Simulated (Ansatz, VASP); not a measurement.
Given: the input of a run of VASP 6.6.1 on Ni.

The input INCAR:

```
  ALGO = Fast
  EDIFF = 1E-7
  EDIFFG = -0.01
  ENCUT = 630
  GGA = PE
  IBRION = 2
  ISIF = 3
  ISMEAR = -1
  ISPIN = 2
  LASPH = True
  LCHARG = False
  LMAXMIX = 4
  LORBIT = 11
  LREAL = False
  LWAVE = False
  MAGMOM = 1
  NELM = 150
  NSW = 40
  PREC = Accurate
  SIGMA = 0.05
```

File KPOINTS:

```
k-points
0
Gamma
  13 13 13
```

POSCAR

```
Ni
1.0
    0.0000000000      1.7375729330      1.7375729330
    1.7375729330      0.0000000000      1.7375729330
    1.7375729330      1.7375729330      0.0000000000
Ni
1
Direct
    0.0000000000      0.0000000000      0.0000000000
```

Potentials or basis: VASP PAW PBE potentials, release 64 (Ni_GW).

The run is started by

```bash
$ cat potpaw_PBE.64/Ni_GW/POTCAR > POTCAR
$ mpirun -np 1 vasp_std > vasp.out
```

Q: Translate it to Ansatz 0.2.0. Potentials there: Ansatz PAW.

A: As run (the cutoff follows the program's own potentials):

The input input.yaml:

```yaml
crystal:
  lattice:
    - [0.0, 1.737572933, 1.737572933]
    - [1.737572933, 0.0, 1.737572933]
    - [1.737572933, 1.737572933, 0.0]
  atoms:
    - { symbol: Ni, position: [0.0, 0.0, 0.0], spin: 1.0 }
hamiltonian:
  xc: pbe
  pseudopotentials: { kind: paw }
magnetization:
  spin_polarized: true
kpoints:
  mp_grid: { grid: [13, 13, 13] }
scf:
  occupations: { method: fermi_dirac, width: 0.05 }
output:
  forces: true
  stress: true
relax:
  f_tol: 0.01
  max_steps: 40
  cell: { stress_tol: 0.05 }
```

Potentials or basis: Ansatz PAW.

Run with:

```console
$ ansatz run input.yaml --threads 2 --pin off --max-ram 5632MiB --backend cpu --events-out ev --progress --plain --runs-dir out
```

Both were run:

|  | VASP | Ansatz | Ansatz less VASP |
| --- | --- | --- | --- |
| net moment per atom (μB) | 0.63 | 0.63 | +0.004 |
| size of the moment on the site where the two differ most (μB) | 0.63 | 0.67 | +0.042 |
| relaxed volume (Å³/atom) | 10.87 | 10.89 | +0.016 |
| relaxed cell length with the largest relative difference (Å) | 2.487 | 2.488 | +0.0012 |

Site moments also hang on the region over which each program counts them. VASP's potentials hold 10 valence electrons a cell and Ansatz's 18, so a difference there can come from the potentials and not from the codes.

Noted on Ansatz's run: the plane-wave basis is chosen anew once the cell has moved, so the energies of steps on either side of that aren't comparable.
